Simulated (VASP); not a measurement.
Wanted: the native input for a VASP 6.6.1 run.

| Quantity | Value |
| --- | --- |
| Task | single point |
| Functional | r2SCAN |
| Potentials or basis | VASP PAW PBE potentials, release 64 (Ba_sv, Ti_sv, O) |
| Cutoff | 520 eV |
| k mesh | 6 × 6 × 6 |
| Occupations | fermi-dirac, width 0.1 eV |
| Spin | no spin polarisation |
| Dipole correction | no |
| Further INCAR settings | ALGO = Normal; EDIFF = 1e-06; NBANDS = 51 |

The system is BaTiO3.

```
CELL_PARAMETERS angstrom
3.97678 3.96590 0.00000
0.02173 3.97673 3.96589
3.97678 0.01084 3.96589
ATOMIC_POSITIONS crystal
Ba 0.00000 0.00000 0.00000
Ba 0.50000 0.50000 0.50000
Ti 0.24265 0.24265 0.24265
Ti 0.74265 0.74265 0.74265
O 0.49955 0.00925 0.00925
O 0.99955 0.50925 0.50925
O 0.00925 0.49955 0.00925
O 0.50925 0.99955 0.50925
O 0.00925 0.00925 0.49955
O 0.50925 0.50925 0.99955
```

These files were run (other wordings do the same):

POSCAR

```
BaTiO3
1.0
    3.9767834700      3.9658975900      0.0000000000
    0.0217321400      3.9767339400      3.9658876800
    3.9767834700      0.0108363500      3.9658876800
Ba Ti O
2 2 6
Direct
    0.0000000000      0.0000000000      0.0000000000
    0.5000000000      0.5000000000      0.5000000000
    0.2426500000      0.2426500000      0.2426500000
    0.7426500000      0.7426500000      0.7426500000
    0.4995500000      0.0092500000      0.0092500000
    0.9995500000      0.5092500000      0.5092500000
    0.0092500000      0.4995500000      0.0092500000
    0.5092500000      0.9995500000      0.5092500000
    0.0092500000      0.0092500000      0.4995500000
    0.5092500000      0.5092500000      0.9995500000
```

INCAR.step1

```
SYSTEM = BaTiO3
ALGO = Normal ; EDIFF = 1E-4
ENCUT = 520 ; GGA = PE
ISMEAR = -1 ; LASPH = .True.
LCHARG = .False. ; LREAL = .False.
LWAVE = .True. ; NBANDS = 51
NELM = 60 ; PREC = Accurate
SIGMA = 0.1
```

INCAR.step2

```
SYSTEM = BaTiO3
ALGO = Normal ; EDIFF = 1E-6
ENCUT = 520 ; ISIF = 2
ISMEAR = -1 ; ISTART = 1
LASPH = .True. ; LCHARG = .False.
LMIXTAU = .True. ; LREAL = .False.
LWAVE = .False. ; METAGGA = R2SCAN
NBANDS = 51 ; NELM = 60
PREC = Accurate ; SIGMA = 0.1
```

KPOINTS

```
k-points
0
Gamma
  6 6 6
  0 0 0
```

Potentials or basis: VASP PAW PBE potentials, release 64 (Ba_sv, Ti_sv, O).

Launch:

```bash
$ cat potpaw_PBE.64/Ba_sv/POTCAR potpaw_PBE.64/Ti_sv/POTCAR potpaw_PBE.64/O/POTCAR > POTCAR
$ cp INCAR.step1 INCAR
$ mpirun -np 1 vasp_std > vasp.out
$ cp INCAR.step2 INCAR
$ mpirun -np 1 vasp_std > vasp.out
```

It gave:

The pressure is 9.8 GPa and the largest force is 0.564 eV/Å. The band gap on the k mesh is 2.86 eV.

Caveat: the PAW data sets were made with another functional, which shifts forces and pressure a little; spin-orbit coupling is left out, which moves the levels of the heavy elements.

It took 12 min on 1 thread of AMD EPYC 7R13 Processor (Zen 3), with other jobs on the host, peak memory 0.36 GiB.
